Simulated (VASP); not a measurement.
# Ba (Fm-3m) in VASP: further runs, part 5 of 5

VASP 6.6.1. Earlier steps stand in the parts before.

### 6 Electric field gradients, r2SCAN (70.94 Å³/atom)

This run uses another cell than the first one, of 70.94 Å³/atom.

Contents of POSCAR:

```
Ba
1.0
    0.0000000000      3.2856689316      3.2856689316
    3.2856689316      0.0000000000      3.2856689316
    3.2856689316      3.2856689316      0.0000000000
Ba
1
Direct
    0.0000000000      0.0000000000      0.0000000000
```

Contents of INCAR.step1:

```
PREC = Accurate
ENCUT = 520
ISMEAR = -1
SIGMA = 0.05
LREAL = F
LASPH = T
NELM = 100
NBANDS = 11
GGA = PE
ALGO = Normal
EDIFF = 1E-4
LWAVE = T
LCHARG = F
```

Contents of INCAR.step2:

```
PREC = Accurate
ENCUT = 520
EDIFF = 1E-8
ISMEAR = -1
SIGMA = 0.05
LREAL = F
LASPH = T
NELM = 100
ALGO = Normal
ISIF = 2
LWAVE = F
LCHARG = F
METAGGA = R2SCAN
LMIXTAU = T
LEFG = T
NBANDS = 11
ISTART = 1
```

Contents of KPOINTS:

```
regular mesh
0
Gamma
  9 9 9
```

Potentials or basis: VASP PAW PBE potentials, release 64 (Ba_sv).

Run with:

```bash
> cat potpaw_PBE.64/Ba_sv/POTCAR > POTCAR
> cp INCAR.step1 INCAR
> mpirun -np 1 vasp_std > vasp.out
> cp INCAR.step2 INCAR
> mpirun -np 1 vasp_std > vasp.out
```

OUTCAR:

```text
PREC = Accurate
   ENCUT = 520
   EDIFF = 1E-8
   ISMEAR = -1
   LREAL = F
   LASPH = T
   NELM = 100
   ISIF = 2
   METAGGA = R2SCAN
   ISTART = 1

 ion  position               nearest neighbor table
   1  0.000  0.000  0.000-

  LATTYP: Found a face centered cubic cell.
 ALAT       =     6.5713378632

  Lattice vectors:

 A1 = (   0.0000000000,   3.2856689316,   3.2856689316)
 A2 = (   3.2856689316,   0.0000000000,   3.2856689316)
 A3 = (   3.2856689316,   3.2856689316,   0.0000000000)

Analysis of symmetry for initial positions (statically):
=====================================================================
 Subroutine PRICEL returns:
 Original cell was already a primitive cell.

 Routine SETGRP: Setting up the symmetry group for a
 face centered cubic supercell.

 Subroutine GETGRP returns: Found 48 space group operations
 (whereof 48 operations were pure point group operations)
 out of a pool of 48 trial point group operations.

The static configuration has the point symmetry O_h .

Analysis of symmetry for dynamics (positions and initial velocities):
=====================================================================
 Subroutine PRICEL returns:
 Original cell was already a primitive cell.

 Routine SETGRP: Setting up the symmetry group for a
 face centered cubic supercell.

 Subroutine GETGRP returns: Found 48 space group operations
 (whereof 48 operations were pure point group operations)
 out of a pool of 48 trial point group operations.

The dynamic configuration has the point symmetry O_h .

 Subroutine INISYM returns: Found 48 space group operations
 (whereof 48 operations are pure point group operations),
 and found     1 'primitive' translations

----------------------------------------------------------------------------------------

                                     Primitive cell

  volume of cell :      70.9417

  direct lattice vectors                    reciprocal lattice vectors
     0.000000000  3.285668932  3.285668932    -0.152176014  0.152176014  0.152176014
     3.285668932  0.000000000  3.285668932     0.152176014 -0.152176014  0.152176014
     3.285668932  3.285668932  0.000000000     0.152176014  0.152176014 -0.152176014

  length of vectors
     4.646637565  4.646637565  4.646637565     0.263576587  0.263576587  0.263576587

  position of ions in fractional coordinates (direct lattice)
     0.000000000  0.000000000  0.000000000

  ion indices of the primitive-cell ions
   primitive index   ion index
                 1           1

----------------------------------------------------------------------------------------

 KPOINTS: regular mesh

Automatic generation of k-mesh.
 Grid dimensions read from file:
 generate k-points for:    9    9    9

 Generating k-lattice:

  Cartesian coordinates                     Fractional coordinates (reciprocal lattice)
    -0.016908446  0.016908446  0.016908446     0.111111111  0.000000000  0.000000000
[... 71 lines left out ...]
   NUPDOWN=      -1.0000    fix difference up-down
   EMIN   =  10.00;   EMAX   =-10.00  energy-range for DOS
   EFERMI =   0.00;   METHOD = LEGACY
   ISMEAR =    -1;   SIGMA  =   0.05  broadening in eV -4-tet -1-fermi 0-gaus
   EFERMI_NEDOS =   21; number of points for ismear=-14 and -15
   IALGO  =     38    algorithm
   IMIX   =      4    mixing-type and parameters
     AMIX     =   0.40;   BMIX     =  1.00
     AMIX_MAG =   1.60;   BMIX_MAG =  1.00
  volume/ion in A,a.u.               =      70.94       478.74
  Fermi-wavevector in a.u.,A,eV,Ry     =   0.852003  1.610052  9.876589  0.725909
  Thomas-Fermi vector in A             =   1.968223
   LORBIT       =      0    0 simple, 1 ext, 2 COOP (PROOUT), +10 PAW based schemes
   METAGGA = R2SCAN    functional components
   LHFCALC =     F    Hartree Fock is set to
   AEXX    =    0.0000 exact exchange contribution
   IVDW    =     0    specifies the selected vdW correction
   LEPSILON=     F    determine dielectric tensor
   LRPA    =     F    only Hartree local field effects (RPA)
 non-spin polarized calculation
  energy-cutoff  :      520.00
  volume of cell :       70.94
 maximum number of plane-waves:      1932
   NGX = 17   NGY = 17   NGZ = 17

 number of electron      10.0000000 magnetization

 Free energy of the ion-electron system (eV)
  ---------------------------------------------------
  ext. energy  EPLUGINS =         0.00000000
  ---------------------------------------------------
  free energy    TOTEN  =       -26.39901526 eV

  energy without entropy =      -26.38238209  energy(sigma->0) =      -26.39069868

 E-fermi :   1.4628     XC(G=0):  -7.4451

 val. band max:        1.4478597072   @ k =  -0.4444   0.4444   0.0000
 cond. band min:       1.4749490603   @ k =  -0.3333   0.3333   0.1111
 fundamental gap:      0.0270893532
 Fermi energy:         1.4627713767

 k-point     1 :       0.0000    0.0000    0.0000
  band No.  band energies     occupation
      1     -28.7753      2.00000
      2     -13.3596      2.00000
      3     -13.3596      2.00000
      4     -13.3596      2.00000
      5      -1.4874      2.00000
      6       3.2995      0.00000
      7       3.2995      0.00000
      8       3.2995      0.00000
      9       4.7224      0.00000
     10       4.7224      0.00000
     11       7.3580      0.00000
[... 309 lines left out ...]
 k-point    24 :       0.4444    0.4444    0.0000
  band No.  band energies     occupation
      1     -28.7421      2.00000
      2     -13.6546      2.00000
      3     -13.4716      2.00000
      4     -13.4716      2.00000
      5       0.6359      2.00000
      6       1.4192      1.40974
      7       2.9567      0.00000
      8       5.7013      0.00000
      9       5.7013      0.00000
     10       5.7375      0.00000
     11       7.2742      0.00000

 [... further k-points ...]

------------------------ aborting loop because EDIFF is reached ----------------------------------------

  FORCE on cell =-STRESS in cart. coord.  units (eV):
  Direction    XX          YY          ZZ          XY          YZ          ZX
  --------------------------------------------------------------------------------------
  -------------------------------------------------------------------------------------
  Total       -0.1706117     -0.1706117     -0.1706117     -0.0000000     -0.0000000      0.0000000
  in kB       -3.8531689     -3.8531689     -3.8531689     -0.0000000     -0.0000000      0.0000000
  external PRESSURE =      -3.8531689 kB  Pullay stress =       0.0000000 kB

 VOLUME and BASIS-vectors are now :
 -----------------------------------------------------------------------------
  energy-cutoff  :      520.00
  volume of cell :       70.94
      direct lattice vectors                 reciprocal lattice vectors
     0.000000000  3.285668932  3.285668932    -0.152176014  0.152176014  0.152176014
     3.285668932  0.000000000  3.285668932     0.152176014 -0.152176014  0.152176014
     3.285668932  3.285668932  0.000000000     0.152176014  0.152176014 -0.152176014

 POSITION                                       TOTAL-FORCE (eV/Angst)
 -----------------------------------------------------------------------------------
      0.00000      0.00000      0.00000        -0.000000     -0.000000     -0.000000
 -----------------------------------------------------------------------------------
    total drift:                               -0.000000      0.000000      0.000000

  FREE ENERGIE OF THE ION-ELECTRON SYSTEM (eV)
  ---------------------------------------------------
  free  energy   TOTEN  =       -26.3990152593 eV

  energy  without entropy=      -26.3823820937  energy(sigma->0) =      -26.39069868

 Electric field gradients (V/A^2)
---------------------------------------------------------------------
 ion       V_xx      V_yy      V_zz      V_xy      V_xz      V_yz
---------------------------------------------------------------------
   1       0.000    -0.000     0.000    -0.000    -0.000    -0.000
---------------------------------------------------------------------

 Electric field gradients after diagonalization (V/A^2)
 (convention: |V_zz| > |V_xx| > |V_yy|)
----------------------------------------------------------------------
 ion       V_xx      V_yy      V_zz     asymmetry (V_yy - V_xx)/ V_zz
----------------------------------------------------------------------
   1       0.000     0.000    -0.000       0.000
----------------------------------------------------------------------

           NMR quadrupolar parameters

 Cq : quadrupolar parameter    Cq=e*Q*V_zz/h
 eta: asymmetry parameters     (V_yy - V_xx)/ V_zz
 Q  : nuclear electric quadrupole moment in mb (millibarn)
----------------------------------------------------------------------
 ion       Cq(MHz)       eta       Q (mb)
----------------------------------------------------------------------
   1      -0.000       0.000       1.000
----------------------------------------------------------------------
```

OUTCAR.step1:

```text
PREC = Accurate
   ENCUT = 520
   ISMEAR = -1
   LREAL = F
   LASPH = T
   NELM = 100
[... 549 lines left out ...]

 POSITION                                       TOTAL-FORCE (eV/Angst)
 -----------------------------------------------------------------------------------
      0.00000      0.00000      0.00000         0.000000      0.000000      0.000000
 -----------------------------------------------------------------------------------
    total drift:                               -0.000000      0.000000      0.000000

  FREE ENERGIE OF THE ION-ELECTRON SYSTEM (eV)
  ---------------------------------------------------
  free  energy   TOTEN  =        -1.8809327086 eV

  energy  without entropy=       -1.8632900287  energy(sigma->0) =       -1.87211137
```

Run time: 2 min. Hardware: 1 thread of Intel Xeon Platinum 8259CL at 2.50GHz (Skylake/Cascade Lake), shared host; peak memory 0.23 GiB.

What came out:

| Quantity | Value |
| --- | --- |
| Free energy | -26.3990 eV |
| Pressure | -0.4 GPa |
| Band gap on the k mesh | zero (bands 5 and 6 overlap by 0.06 eV) |
| Largest electric field gradient by atom | zero within the noise of the run |

Caveat: the PAW data sets were made with another functional, which shifts forces and pressure a little; spin-orbit coupling is left out, which moves the levels of the heavy elements.

### 7 The runs side by side

| cell | gap on the mesh (eV) | pressure (GPa) |
| --- | --- | --- |
| a = 4.494 Å, angles 60.0°, 1 atom | none | 0.4 |
| a = 4.572 Å, angles 60.0°, 1 atom | none | -0.1 |
| a = 4.609 Å, angles 60.0°, 1 atom | none | -0.2 |
| a = 4.647 Å, angles 60.0°, 1 atom | none | -0.4 |

Alike in all rows: task electric field gradients; level r2SCAN; potentials or basis VASP PAW PBE potentials, release 64 (Ba_sv); no spin polarisation; k mesh 9 × 9 × 9; cutoff (eV) 520; smearing fermi-dirac 0.05 eV.

Caveats: the PAW data sets were made with another functional, which shifts forces and pressure a little; spin-orbit coupling is left out, which moves the levels of the heavy elements.

Total energies depend on the potentials used, so only differences within one code and one set of settings carry meaning.
